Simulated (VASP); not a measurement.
A run of VASP 6.6.1 is set up as follows.

Contents of INCAR:

```
SYSTEM = LaTe
PREC = Accurate ; ENCUT = 520
EDIFF = 1E-6 ; ISMEAR = 1
SIGMA = 0.1 ; LREAL = .False.
LASPH = .True. ; NELM = 100
ALGO = Normal ; ISIF = 2
LWAVE = .False. ; LCHARG = .False.
GGA = PS ; NBANDS = 16
```

Contents of KPOINTS:

```
Automatic mesh
0
Gamma
  6 6 6
  0 0 0
```

Contents of POSCAR:

```
LaTe
1.0
    0.0000000000      3.2707634762      3.2707634762
    3.2707634762      0.0000000000      3.2707634762
    3.2707634762      3.2707634762      0.0000000000
La Te
1 1
Direct
    0.0000000000      0.0000000000      0.0000000000
    0.5000000000      0.5000000000      0.5000000000
```

Potentials or basis: VASP PAW PBE potentials, release 64 (La, Te).

Run with:

```bash
$ cat potpaw_PBE.64/La/POTCAR potpaw_PBE.64/Te/POTCAR > POTCAR
$ mpirun -np 1 vasp_std > vasp.out
```

Task: Estimate the pressure.

Result: -3.8 GPa.

Caveat: the PAW data sets were made with another functional, which shifts forces and pressure a little.
